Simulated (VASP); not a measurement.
# WSe2 (P-6m2) in VASP: further runs

Runs on WSe2. Level: PBE+D3(BJ). Tasks: single point.

All numbers are computed with VASP 6.6.1; they aren't measurements. Logs are shortened: lines on timing, memory, paths and dates and some standing lists are left out, and cuts for length are marked.

## Step 1: The cell of the first run

Symmetry: P-6m2, No. 187, hexagonal system. The conventional cell has a = 3.189 Å, b = 3.189 Å, c = 7.405 Å, α = 90.00°, β = 90.00°, γ = 120.00°. W (site symmetry -6m2) has 6 Se at 2.39 Å and 6 W at 3.19 Å within 3.2 Å. Se (site symmetry 3m) has 3 W at 2.39 Å and 7 Se at 3.03 to 3.19 Å within 3.2 Å.

## Step 2: Single point, PBE+D3(BJ)

INCAR reads:

```
  PREC = Accurate
  ENCUT = 520
  EDIFF = 1E-6
  ISMEAR = 0
  SIGMA = 0.05
  LREAL = False
  LASPH = True
  NELM = 80
  ALGO = Normal
  ISIF = 2
  LWAVE = False
  LCHARG = False
  GGA = PE
  IVDW = 12
  NBANDS = 20
```

KPOINTS reads:

```
Automatic mesh
0
Gamma
  9 9 4
```

POSCAR reads:

```
WSe2
1.0
    3.1893814957      0.0000000000      0.0000000000
   -1.5946907479      2.7620853977      0.0000000000
    0.0000000000      0.0000000000      7.4047870187
W Se
1 2
Direct
    0.0000000000      0.0000000000      0.0000000000
    0.3333333333      0.6666666667      0.2048671987
    0.3333333333      0.6666666667      0.7951328013
```

Potentials or basis: VASP PAW PBE potentials, release 64 (W_sv, Se).

Run with:

```bash
$ cat potpaw_PBE.64/W_sv/POTCAR potpaw_PBE.64/Se/POTCAR > POTCAR
$ mpirun -np 1 vasp_std > vasp.out
```

OUTCAR:

```text
PREC = Accurate
   ENCUT = 520
   EDIFF = 1E-6
   ISMEAR = 0
   LREAL = False
   LASPH = True
   NELM = 80
   ISIF = 2
   GGA = PE
   IVDW = 12
 IVDW          = 12

 ion  position               nearest neighbor table
   1  0.000  0.000  0.000-   2 2.39   3 2.39   2 2.39   3 2.39   2 2.39   3 2.39
   2  0.333  0.667  0.205-   1 2.39   1 2.39   1 2.39
   3  0.333  0.667  0.795-   1 2.39   1 2.39   1 2.39

  LATTYP: Found a hexagonal cell.
 ALAT       =     3.1893814957
 C/A-ratio  =     2.3217000000

  Lattice vectors:

 A1 = (   3.1893814957,   0.0000000000,   0.0000000000)
 A2 = (  -1.5946907479,   2.7620853977,   0.0000000000)
 A3 = (   0.0000000000,   0.0000000000,   7.4047870187)

Analysis of symmetry for initial positions (statically):
=====================================================================
 Subroutine PRICEL returns:
 Original cell was already a primitive cell.

 Routine SETGRP: Setting up the symmetry group for a
 hexagonal supercell.

 Subroutine GETGRP returns: Found 12 space group operations
 (whereof 12 operations were pure point group operations)
 out of a pool of 24 trial point group operations.

The static configuration has the point symmetry D_3h.

Analysis of symmetry for dynamics (positions and initial velocities):
=====================================================================
 Subroutine PRICEL returns:
 Original cell was already a primitive cell.

 Routine SETGRP: Setting up the symmetry group for a
 hexagonal supercell.

 Subroutine GETGRP returns: Found 12 space group operations
 (whereof 12 operations were pure point group operations)
 out of a pool of 24 trial point group operations.

The dynamic configuration has the point symmetry D_3h.

 Subroutine INISYM returns: Found 12 space group operations
 (whereof 12 operations are pure point group operations),
 and found     1 'primitive' translations

----------------------------------------------------------------------------------------

                                     Primitive cell

  volume of cell :      65.2313

  direct lattice vectors                    reciprocal lattice vectors
     3.189381496  0.000000000  0.000000000     0.313540416  0.181022643  0.000000000
    -1.594690748  2.762085398  0.000000000     0.000000000  0.362045287  0.000000000
     0.000000000  0.000000000  7.404787019     0.000000000  0.000000000  0.135047773

  length of vectors
     3.189381496  3.189381496  7.404787019     0.362045287  0.362045287  0.135047773

  position of ions in fractional coordinates (direct lattice)
     0.000000000  0.000000000  0.000000000
[... 81 lines left out ...]
   LREAL  =      F    real-space projection
   EDIFFG = 0.1E-04   stopping-criterion for IOM
   NSW    =      0    number of steps for IOM
   IBRION =     -1    ionic relax: 0-MD 1-quasi-New 2-CG
   NFREE  =      0    steps in history (QN), initial steepest desc. (CG)
   ISIF   =      2    stress and relaxation
   ISYM   =      2    0-nonsym 1-usesym 2-fastsym
   POTIM  = 0.5000    time-step for ionic-motion
   TEBEG  =    0.0;   TEEND  =   0.0 temperature during run
   PSTRESS=    0.0 pullay stress
   NELECT =      26.0000    total number of electrons
   NUPDOWN=      -1.0000    fix difference up-down
   EMIN   =  10.00;   EMAX   =-10.00  energy-range for DOS
   EFERMI =   0.00;   METHOD = LEGACY
   ISMEAR =     0;   SIGMA  =   0.05  broadening in eV -4-tet -1-fermi 0-gaus
   EFERMI_NEDOS =   21; number of points for ismear=-14 and -15
   IALGO  =     38    algorithm
   IMIX   =      4    mixing-type and parameters
     AMIX     =   0.40;   BMIX     =  1.00
     AMIX_MAG =   1.60;   BMIX_MAG =  1.00
  volume/ion in A,a.u.               =      21.74       146.73
  Fermi-wavevector in a.u.,A,eV,Ry     =   1.204797  2.276736 19.749346  1.451536
  Thomas-Fermi vector in A             =   2.340512
   LORBIT       =      0    0 simple, 1 ext, 2 COOP (PROOUT), +10 PAW based schemes
   GGA     = PE    functional components
   LHFCALC =     F    Hartree Fock is set to
   AEXX    =    0.0000 exact exchange contribution
   IVDW    =    12    specifies the selected vdW correction
   LEPSILON=     F    determine dielectric tensor
   LRPA    =     F    only Hartree local field effects (RPA)
 non-spin polarized calculation
 Gauss-broadening in eV      SIGMA  =   0.05
  energy-cutoff  :      520.00
  volume of cell :       65.23
 maximum number of plane-waves:      1788
 NGX is ok and might be reduce to    24

 number of electron      26.0000001 magnetization

 Free energy of the ion-electron system (eV)
  ---------------------------------------------------
  ext. energy  EPLUGINS =         0.00000000
  ---------------------------------------------------
  free energy    TOTEN  =       -20.50181513 eV

  energy without entropy =      -20.50181513  energy(sigma->0) =      -20.50181513

 E-fermi :   5.5979     XC(G=0):  -9.8418

 val. band max:        5.3623446443   @ k =   0.0000   0.0000   0.5000
 cond. band min:       6.4998265603   @ k =   0.3333   0.3333   0.0000
 fundamental gap:      1.1374819160
 Fermi energy:         5.5979244453

 k-point     1 :       0.0000    0.0000    0.0000
  band No.  band energies     occupation
      1     -68.6029      2.00000
      2     -33.0304      2.00000
      3     -32.8492      2.00000
      4     -32.8492      2.00000
      5     -10.7481      2.00000
      6      -8.6825      2.00000
[... 541 lines left out ...]
     19      11.9409      0.00000
     20      14.6725      0.00000

 [... further k-points ...]

------------------------ aborting loop because EDIFF is reached ----------------------------------------

 Edisp (eV)   -1.31551

 E8    (eV) :    -0.5899

  FORCE on cell =-STRESS in cart. coord.  units (eV):
  Direction    XX          YY          ZZ          XY          YZ          ZX
  --------------------------------------------------------------------------------------
  -------------------------------------------------------------------------------------
  Total       9.06754     9.06754    14.03695    -0.00000    -0.00000     0.00000
  in kB     222.71211   222.71211   344.76818    -0.00000    -0.00000     0.00000
  external pressure =      263.40 kB  Pullay stress =        0.00 kB

 VOLUME and BASIS-vectors are now :
 -----------------------------------------------------------------------------
  energy-cutoff  :      520.00
  volume of cell :       65.23
      direct lattice vectors                 reciprocal lattice vectors
     3.189381496  0.000000000  0.000000000     0.313540416  0.181022643  0.000000000
    -1.594690748  2.762085398  0.000000000     0.000000000  0.362045287  0.000000000
     0.000000000  0.000000000  7.404787019     0.000000000  0.000000000  0.135047773

 POSITION                                       TOTAL-FORCE (eV/Angst)
 -----------------------------------------------------------------------------------
      0.00000      0.00000      0.00000         0.000000     -0.000000      0.000000
     -0.00000      1.84139      1.51700        -0.000000      0.000000      4.904906
     -0.00000      1.84139      5.88779        -0.000000     -0.000000     -4.904906
 -----------------------------------------------------------------------------------
    total drift:                                0.000000     -0.000000     -0.000000

  FREE ENERGIE OF THE ION-ELECTRON SYSTEM (eV)
  ---------------------------------------------------
  free  energy   TOTEN  =       -21.8173201511 eV

  energy  without entropy=      -21.8173201511  energy(sigma->0) =      -21.81732015
```

OSZICAR:

```text
N       E                     dE             d eps       ncg     rms          rms(c)
DAV:   1     0.209412859515E+03    0.20941E+03   -0.12913E+04  1448   0.126E+03
DAV:   2    -0.107682336112E+02   -0.22018E+03   -0.21358E+03  1732   0.334E+02
DAV:   3    -0.211175704922E+02   -0.10349E+02   -0.10259E+02  1828   0.686E+01
DAV:   4    -0.212460227561E+02   -0.12845E+00   -0.12837E+00  1676   0.839E+00
DAV:   5    -0.212477653300E+02   -0.17426E-02   -0.17425E-02  1700   0.105E+00    0.294E+01
DAV:   6    -0.206390408360E+02    0.60872E+00   -0.21820E+00  1592   0.108E+01    0.123E+01
DAV:   7    -0.205185255506E+02    0.12052E+00   -0.51919E-01  1500   0.407E+00    0.441E+00
DAV:   8    -0.205014358165E+02    0.17090E-01   -0.94160E-02  1676   0.214E+00    0.558E-01
DAV:   9    -0.205013785939E+02    0.57223E-04   -0.66825E-03  1752   0.532E-01    0.272E-01
DAV:  10    -0.205016555998E+02   -0.27701E-03   -0.14171E-03  1624   0.242E-01    0.776E-02
DAV:  11    -0.205017581264E+02   -0.10253E-03   -0.10035E-04  1636   0.728E-02    0.368E-02
DAV:  12    -0.205018107996E+02   -0.52673E-04   -0.98048E-05  1556   0.520E-02    0.459E-03
DAV:  13    -0.205018145404E+02   -0.37409E-05   -0.70217E-06  1764   0.166E-02    0.798E-03
DAV:  14    -0.205018151334E+02   -0.59298E-06   -0.16413E-06  1336   0.743E-03
   1 F= -.21817320E+02 E0= -.21817320E+02  d E =-.199016E-13
```

It took 42 s on 1 thread of Intel Xeon 8259CL, shared host; peak memory 0.21 GiB.

Results:

```yaml
Free_energy: -21.8173 eV
Pressure: 26.3 GPa
Largest_force: 4.905 eV/Å
Band_gap_on_the_k_mesh: 1.14 eV (least direct gap 1.53 eV)
Dispersion_energy_per_atom: -0.439 eV
```

Forces in eV/Å, atoms in the order of the input:
```
W    0.000  0.000  0.000
Se   0.000  0.000  4.905
Se   0.000  0.000 -4.905
```

Caveat: the cell stands under pressure; spin-orbit coupling is left out, which moves the levels of the heavy elements; an odd mesh through Γ misses points on the zone boundary, where band edges can lie; forces of over 1 eV/Å act on the atoms, so gaps and moduli don't describe the material at rest.

## Step 3: Single point, PBE+D3(BJ)

INCAR reads:

```
ALGO     = Normal         # electronic algorithm
EDIFF    = 1E-7           # SCF threshold, eV
ENCUT    = 520            # plane-wave cutoff, eV
GGA      = PE             # functional
ISIF     = 2              # what is computed and relaxed
ISMEAR   = 0              # smearing method
IVDW     = 12             # dispersion correction
LASPH    = True           # aspherical terms in the spheres
LCHARG   = False          # write CHGCAR
LREAL    = False          # projectors in reciprocal space
LWAVE    = False          # write WAVECAR
NBANDS   = 20             # bands
NELM     = 100            # most SCF steps
PREC     = Accurate       # precision mode
SIGMA    = 0.05           # smearing width, eV
```

KPOINTS reads:

```
k-points
0
Gamma
  9 9 4
```

POSCAR reads:

```
WSe2
1.0
    3.1893814957      0.0000000000      0.0000000000
   -1.5946907479      2.7620853977      0.0000000000
    0.0000000000      0.0000000000      7.4047870187
W Se
1 2
Direct
    0.0000000000      0.0000000000      0.0000000000
    0.3333333333      0.6666666667      0.2286623833
    0.3333333333      0.6666666667      0.7713376167
```

Potentials or basis: VASP PAW PBE potentials, release 64 (W_sv, Se).

Run with:

```bash
$ cat potpaw_PBE.64/W_sv/POTCAR potpaw_PBE.64/Se/POTCAR > POTCAR
$ mpirun -np 1 vasp_std > vasp.out
```

Wall time 42 s (1 thread of Intel Xeon 8259CL, shared host); peak memory 0.21 GiB.

Results (log left out):

```
Free energy                : -22.7398 eV
Pressure                   : 6.6 GPa
Largest force              : 0.636 eV/Å
Band gap on the k mesh     : 1.38 eV (least direct gap 2.01 eV)
Dispersion energy per atom : -0.434 eV
```

Forces in eV/Å, atoms in the order of the input:
```
W    0.000  0.000  0.000
Se   0.000  0.000  0.636
Se   0.000  0.000 -0.636
```

Stress tensor (GPa, compression positive):
```
8.14 0.00 0.00
0.00 8.14 0.00
0.00 0.00 3.49
```

Levels at points of the mesh, in eV from the valence-band top:
```
           k point  band 9  band 10  band 11  band 12  band 13  band 14  band 15  band 16  band 17  band 18
(0.00, 0.00, 0.00)   -2.24    -2.02    -1.06    -1.00    -1.00     3.29     3.29     3.39     3.39     4.94
(0.00, 0.00, 0.50)   -2.24    -2.24    -1.01    -1.01    -0.36     3.26     3.26     3.45     3.45     5.82
```

Caveat: the cell stands under pressure; spin-orbit coupling is left out, which moves the levels of the heavy elements; an odd mesh through Γ misses points on the zone boundary, where band edges can lie.

## Step 4: Single point, PBE+D3(BJ)

This run uses another cell than the first one, of the same volume but with other edges.

INCAR reads:

```
SYSTEM = WSe2
ALGO = Normal
EDIFF = 1E-6
ENCUT = 520
GGA = PE
ISIF = 2
ISMEAR = 0
IVDW = 12
LASPH = .TRUE.
LCHARG = .FALSE.
LREAL = .FALSE.
LWAVE = .FALSE.
NBANDS = 20
NELM = 100
PREC = Accurate
SIGMA = 0.05
```

KPOINTS reads:

```
k-points
0
G
  9 9 4
  0 0 0
```

POSCAR reads:

```
WSe2
1.0
    3.2329475091      0.0000000000      0.0000000000
   -1.6164737546      2.7998146720      0.0000000000
    0.0000000000      0.0000000000      7.2065632926
W Se
1 2
Direct
    0.0000000000      0.0000000000      0.0000000000
    0.3333333333      0.6666666667      0.2405528385
    0.3333333333      0.6666666667      0.7594471615
```

Run with:

```bash
$ cat potpaw_PBE.64/W_sv/POTCAR potpaw_PBE.64/Se/POTCAR > POTCAR
$ mpirun -np 1 vasp_std > vasp.out
```

Run time: 45 s. Hardware: 1 thread of Intel Xeon 8259CL, shared host; peak memory 0.21 GiB.

The run converged. Its results:

| Quantity | Value |
| --- | --- |
| Free energy | -22.8163 eV |
| Pressure | -0.3 GPa |
| Largest force | 0.431 eV/Å |
| Band gap on the k mesh | 1.19 eV (least direct gap 1.91 eV) |
| Dispersion energy per atom | -0.432 eV |

Forces in eV/Å, atoms in the order of the input:
```
W    0.000  0.000  0.000
Se   0.000  0.000 -0.431
Se   0.000  0.000  0.431
```

Stress tensor (GPa, compression positive):
```
 1.77  0.00  0.00
 0.00  1.77  0.00
 0.00  0.00 -4.51
```

Levels at points of the mesh, in eV from the valence-band top:
| k point | band 9 | band 10 | band 11 | band 12 | band 13 | band 14 | band 15 | band 16 | band 17 | band 18 |
| --- | --- | --- | --- | --- | --- | --- | --- | --- | --- | --- |
| (0.00, 0.00, 0.00) | -2.10 | -1.82 | -1.14 | -0.95 | -0.95 | 3.07 | 3.07 | 3.09 | 3.09 | 4.70 |
| (0.00, 0.00, 0.50) | -2.09 | -2.09 | -0.97 | -0.97 | -0.31 | 3.02 | 3.02 | 3.16 | 3.16 | 5.60 |

Caveat: spin-orbit coupling is left out, which moves the levels of the heavy elements; an odd mesh through Γ misses points on the zone boundary, where band edges can lie.

(Continued in part 2 of 2.)
